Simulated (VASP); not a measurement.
# LiF in VASP: further runs, part 2 of 2

VASP 6.6.1.

## 4. Single point, r2SCAN (strain +5.8%)

Input file POSCAR:

```
LiF
1.0
    0.0000000000      2.1107737887      2.1107737887
    2.1107737887      0.0000000000      2.1107737887
    2.1107737887      2.1107737887      0.0000000000
Li F
1 1
Direct
    0.0000000000      0.0000000000      0.0000000000
    0.5000000000      0.5000000000      0.5000000000
```

Input file INCAR.step1:

```
SYSTEM = LiF
PREC = Accurate
ENCUT = 520
ISMEAR = 0
SIGMA = 0.01
LREAL = .FALSE.
LASPH = .TRUE.
NELM = 80
NBANDS = 12
GGA = PE
ALGO = Normal
EDIFF = 1E-4
LWAVE = .TRUE.
LCHARG = .FALSE.
```

Input file INCAR.step2:

```
SYSTEM = LiF
PREC = Accurate
ENCUT = 520
EDIFF = 1E-6
ISMEAR = 0
SIGMA = 0.01
LREAL = .FALSE.
LASPH = .TRUE.
NELM = 80
ALGO = Normal
ISIF = 2
LWAVE = .FALSE.
LCHARG = .FALSE.
METAGGA = R2SCAN
LMIXTAU = .TRUE.
NBANDS = 12
ISTART = 1
```

Input file KPOINTS:

```
Automatic mesh
0
G
  10 10 10
  0 0 0
```

Potentials or basis: VASP PAW PBE potentials, release 64 (Li_sv, F).

Launch:

```sh
cat potpaw_PBE.64/Li_sv/POTCAR potpaw_PBE.64/F/POTCAR > POTCAR
cp INCAR.step1 INCAR
mpirun -np 1 vasp_std > vasp.out
cp INCAR.step2 INCAR
mpirun -np 1 vasp_std > vasp.out
```

OUTCAR:

```text
SYSTEM = LiF
   PREC = Accurate
   ENCUT = 520
   EDIFF = 1E-6
   ISMEAR = 0
   LREAL = .FALSE.
   LASPH = .TRUE.
   NELM = 80
   ISIF = 2
   METAGGA = R2SCAN
   ISTART = 1

 ion  position               nearest neighbor table
   1  0.000  0.000  0.000-   2 2.11   2 2.11   2 2.11   2 2.11   2 2.11   2 2.11
   2  0.500  0.500  0.500-   1 2.11   1 2.11   1 2.11   1 2.11   1 2.11   1 2.11

  LATTYP: Found a face centered cubic cell.
 ALAT       =     4.2215475774

  Lattice vectors:

 A1 = (   0.0000000000,   2.1107737887,   2.1107737887)
 A2 = (   2.1107737887,   0.0000000000,   2.1107737887)
 A3 = (   2.1107737887,   2.1107737887,   0.0000000000)

Analysis of symmetry for initial positions (statically):
=====================================================================
 Subroutine PRICEL returns:
 Original cell was already a primitive cell.

 Routine SETGRP: Setting up the symmetry group for a
 face centered cubic supercell.

 Subroutine GETGRP returns: Found 48 space group operations
 (whereof 48 operations were pure point group operations)
 out of a pool of 48 trial point group operations.

The static configuration has the point symmetry O_h .

Analysis of symmetry for dynamics (positions and initial velocities):
=====================================================================
 Subroutine PRICEL returns:
 Original cell was already a primitive cell.

 Routine SETGRP: Setting up the symmetry group for a
 face centered cubic supercell.

 Subroutine GETGRP returns: Found 48 space group operations
 (whereof 48 operations were pure point group operations)
 out of a pool of 48 trial point group operations.

The dynamic configuration has the point symmetry O_h .

 Subroutine INISYM returns: Found 48 space group operations
 (whereof 48 operations are pure point group operations),
 and found     1 'primitive' translations

----------------------------------------------------------------------------------------

                                     Primitive cell

  volume of cell :      18.8085

  direct lattice vectors                    reciprocal lattice vectors
     0.000000000  2.110773789  2.110773789    -0.236879955  0.236879955  0.236879955
     2.110773789  0.000000000  2.110773789     0.236879955 -0.236879955  0.236879955
     2.110773789  2.110773789  0.000000000     0.236879955  0.236879955 -0.236879955

  length of vectors
     2.985084919  2.985084919  2.985084919     0.410288117  0.410288117  0.410288117

  position of ions in fractional coordinates (direct lattice)
     0.000000000  0.000000000  0.000000000
     0.500000000  0.500000000  0.500000000

  ion indices of the primitive-cell ions
   primitive index   ion index
                 1           1
                 2           2

----------------------------------------------------------------------------------------

 KPOINTS: Automatic mesh

Automatic generation of k-mesh.
 Grid dimensions read from file:
 generate k-points for:   10   10   10

 Generating k-lattice:

  Cartesian coordinates                     Fractional coordinates (reciprocal lattice)
    -0.023687995  0.023687995  0.023687995     0.100000000  0.000000000  0.000000000
     0.023687995 -0.023687995  0.023687995     0.000000000  0.100000000  0.000000000
     0.023687995  0.023687995 -0.023687995     0.000000000  0.000000000  0.100000000

  Length of vectors
     0.041028812  0.041028812  0.041028812

  Shift w.r.t. Gamma in fractional coordinates (k-lattice)
     0.000000000  0.000000000  0.000000000

 Subroutine IBZKPT returns following result:
 ===========================================

 Found     47 irreducible k-points:

 Following reciprocal coordinates:
            Coordinates               Weight
  0.000000  0.000000  0.000000      1.000000
  0.100000  0.000000  0.000000      8.000000
  0.200000  0.000000  0.000000      8.000000
  0.300000  0.000000  0.000000      8.000000
  0.400000  0.000000  0.000000      8.000000
  0.500000  0.000000  0.000000      4.000000
[... 16 lines left out ...]
  0.300000  0.300000  0.000000      6.000000
  0.400000  0.300000  0.000000     24.000000
 [... further k-points ...]
   k-points           NKPTS =     47   k-points in BZ     NKDIM =     47   number of bands    NBANDS=     12
   number of dos      NEDOS =    301   number of ions     NIONS =      2
   total plane-waves  NPLWV =  13824
   dimension x,y,z NGX =    24 NGY =   24 NGZ =   24
   dimension x,y,z NGXF=    48 NGYF=   48 NGZF=   48
   ions per type =               1   1
   NGX,Y,Z   is equivalent  to a cutoff of  13.37, 13.37, 13.37 a.u.
   NGXF,Y,Z  is equivalent  to a cutoff of  26.73, 26.73, 26.73 a.u.
 SYSTEM =  LiF
   PREC   = accura    normal or accurate (medium, high low for compatibility)
   ISTART =      1    job   : 0-new  1-cont  2-samecut
   ICHARG =      0    charge: 1-file 2-atom 10-const
   ISPIN  =      1    spin polarized calculation?
   LNONCOLLINEAR =      F non collinear calculations
   LSORBIT =      F    spin-orbit coupling
   LASPH  =      T    aspherical Exc in radial PAW
   ENCUT  =  520.0 eV  38.22 Ry    6.18 a.u.   5.55  5.55  5.55*2*pi/ulx,y,z
   NELM   =     80;   NELMIN=  2; NELMDL=  0     # of ELM steps
   EDIFF  = 0.1E-05   stopping-criterion for ELM
   LREAL  =      F    real-space projection
   EDIFFG = 0.1E-04   stopping-criterion for IOM
   NSW    =      0    number of steps for IOM
   IBRION =     -1    ionic relax: 0-MD 1-quasi-New 2-CG
   NFREE  =      0    steps in history (QN), initial steepest desc. (CG)
   ISIF   =      2    stress and relaxation
   ISYM   =      2    0-nonsym 1-usesym 2-fastsym
   POTIM  = 0.5000    time-step for ionic-motion
   TEBEG  =    0.0;   TEEND  =   0.0 temperature during run
   PSTRESS=    0.0 pullay stress
   NELECT =      10.0000    total number of electrons
   NUPDOWN=      -1.0000    fix difference up-down
   EMIN   =  10.00;   EMAX   =-10.00  energy-range for DOS
   EFERMI =   0.00;   METHOD = LEGACY
   ISMEAR =     0;   SIGMA  =   0.01  broadening in eV -4-tet -1-fermi 0-gaus
   EFERMI_NEDOS =   21; number of points for ismear=-14 and -15
   IALGO  =     38    algorithm
   IMIX   =      4    mixing-type and parameters
     AMIX     =   0.40;   BMIX     =  1.00
     AMIX_MAG =   1.60;   BMIX_MAG =  1.00
  volume/ion in A,a.u.               =       9.40        63.46
  Fermi-wavevector in a.u.,A,eV,Ry     =   1.326243  2.506236 23.931570  1.758921
  Thomas-Fermi vector in A             =   2.455644
   LORBIT       =      0    0 simple, 1 ext, 2 COOP (PROOUT), +10 PAW based schemes
   METAGGA = R2SCAN    functional components
   LHFCALC =     F    Hartree Fock is set to
   AEXX    =    0.0000 exact exchange contribution
   IVDW    =     0    specifies the selected vdW correction
   LEPSILON=     F    determine dielectric tensor
   LRPA    =     F    only Hartree local field effects (RPA)
 non-spin polarized calculation
 Gauss-broadening in eV      SIGMA  =   0.01
  energy-cutoff  :      520.00
  volume of cell :       18.81
 maximum number of plane-waves:       531
 NGX is ok and might be reduce to    24
   NGX = 11   NGY = 11   NGZ = 11

 number of electron      10.0000006 magnetization

 Free energy of the ion-electron system (eV)
  ---------------------------------------------------
  ext. energy  EPLUGINS =         0.00000000
  ---------------------------------------------------
  free energy    TOTEN  =       -11.79694701 eV

  energy without entropy =      -11.79694701  energy(sigma->0) =      -11.79694701

 E-fermi :  -2.3033     XC(G=0):  -9.8136

 val. band max:       -2.4058705482   @ k =   0.0000   0.0000   0.0000
 cond. band min:       6.5904299804   @ k =   0.0000   0.0000   0.0000
 fundamental gap:      8.9963005286
 Fermi energy:        -2.3033166893

 k-point     1 :       0.0000    0.0000    0.0000
  band No.  band energies     occupation
      1     -44.8125      2.00000
      2     -23.1563      2.00000
      3      -2.4059      2.00000
      4      -2.4059      2.00000
      5      -2.4059      2.00000
      6       6.5904      0.00000
      7      21.6578      0.00000
      8      21.6578      0.00000
      9      21.6592      0.00000
     10      21.6823      0.00000
     11      21.6823      0.00000
     12      21.6825      0.00000
[... 331 lines left out ...]
 k-point    24 :       0.4000    0.3000    0.0000
  band No.  band energies     occupation
      1     -44.7812      2.00000
      2     -22.7773      2.00000
      3      -4.3066      2.00000
      4      -3.1154      2.00000
      5      -3.0261      2.00000
      6      10.5284      0.00000
      7      14.5512      0.00000
      8      16.1797      0.00000
      9      17.7757      0.00000
     10      18.7569      0.00000
     11      30.0296      0.00000
     12      31.5520      0.00000

 [... further k-points ...]
[... 5 lines left out ...]
  --------------------------------------------------------------------------------------
  -------------------------------------------------------------------------------------
  Total       -1.2181716     -1.2181716     -1.2181716      0.0000000      0.0000000      0.0000000
  in kB     -103.7681304   -103.7681304   -103.7681304      0.0000000      0.0000000      0.0000000
  external PRESSURE =    -103.7681304 kB  Pullay stress =       0.0000000 kB

 VOLUME and BASIS-vectors are now :
 -----------------------------------------------------------------------------
  energy-cutoff  :      520.00
  volume of cell :       18.81
      direct lattice vectors                 reciprocal lattice vectors
     0.000000000  2.110773789  2.110773789    -0.236879955  0.236879955  0.236879955
     2.110773789  0.000000000  2.110773789     0.236879955 -0.236879955  0.236879955
     2.110773789  2.110773789  0.000000000     0.236879955  0.236879955 -0.236879955

 POSITION                                       TOTAL-FORCE (eV/Angst)
 -----------------------------------------------------------------------------------
      0.00000      0.00000      0.00000         0.000000     -0.000000      0.000000
      2.11077      2.11077      2.11077        -0.000000      0.000000     -0.000000
 -----------------------------------------------------------------------------------
    total drift:                               -0.000000     -0.000000      0.000000

  FREE ENERGIE OF THE ION-ELECTRON SYSTEM (eV)
  ---------------------------------------------------
  free  energy   TOTEN  =       -11.7969470103 eV

  energy  without entropy=      -11.7969470103  energy(sigma->0) =      -11.79694701
```

OSZICAR.step1:

```text
N       E                     dE             d eps       ncg     rms          rms(c)
DAV:   1     0.312136805967E+02    0.31214E+02   -0.51082E+03  1144   0.809E+02
DAV:   2    -0.893661917049E+01   -0.40150E+02   -0.39082E+02  1368   0.182E+02
DAV:   3    -0.101137870764E+02   -0.11772E+01   -0.11742E+01  1520   0.271E+01
DAV:   4    -0.101268534745E+02   -0.13066E-01   -0.13065E-01  1320   0.298E+00
DAV:   5    -0.101270163135E+02   -0.16284E-03   -0.16284E-03  1508   0.238E-01    0.460E+00
DAV:   6    -0.958917820592E+01    0.53784E+00   -0.28018E+00  1240   0.995E+00    0.151E+00
DAV:   7    -0.959304893189E+01   -0.38707E-02   -0.18506E-02  1416   0.117E+00    0.898E-01
DAV:   8    -0.960065978589E+01   -0.76109E-02   -0.18324E-02  1452   0.139E+00    0.127E-01
DAV:   9    -0.960067428260E+01   -0.14497E-04   -0.10603E-03  1332   0.284E-01    0.476E-02
DAV:  10    -0.960078944175E+01   -0.11516E-03   -0.19725E-04  1280   0.101E-01    0.120E-02
DAV:  11    -0.960079432645E+01   -0.48847E-05   -0.42364E-06   616   0.214E-02
   1 F= -.96007943E+01 E0= -.96007943E+01  d E =-.187581E-80
```

Wall time 29 s (1 thread of Intel Xeon 8259CL, shared host); peak memory 0.14 GiB.

Results:

```yaml
Free_energy: -11.7969 eV
Band_gap_on_the_k_mesh: 9.00 eV, direct
```

Caveat: the cell differs from its parent crystal (strain +5.8%); the cutoff is under 1.25 times the usual one of these potentials, so pressure, stress and relaxed cells hold a basis-set (Pulay) error; the PAW data sets were made with another functional, which shifts forces and pressure a little.

## 5. Summary

| level | cell | k mesh | smearing | grid for exact exchange (PRECFOCK) | screening parameter | gap on the mesh (eV) |
| --- | --- | --- | --- | --- | --- | --- |
| HSE06 | a = 2.816 Å, angles 58.1°, 2 atoms | 8 × 8 × 8 | gaussian 0.01 eV | Normal | 0.2079 1/Å | 12.08 |
| PBE | a = 2.985 Å, angles 60.0°, 2 atoms | 10 × 10 × 10 | fermi-dirac 0.02 eV | - | - | 7.94 |
| r2SCAN | a = 2.985 Å, angles 60.0°, 2 atoms | 10 × 10 × 10 | gaussian 0.01 eV | - | - | 9.00 |

Alike in all rows: task single point; potentials or basis VASP PAW PBE potentials, release 64 (Li_sv, F); no spin polarisation; cutoff (eV) 520.

Caveats: the cutoff is under 1.25 times the usual one of these potentials, so pressure, stress and relaxed cells hold a basis-set (Pulay) error; the PAW data sets were made with another functional, which shifts forces and pressure a little (some runs).

Total energies depend on the potentials used, so only differences within one code and one set of settings carry meaning.
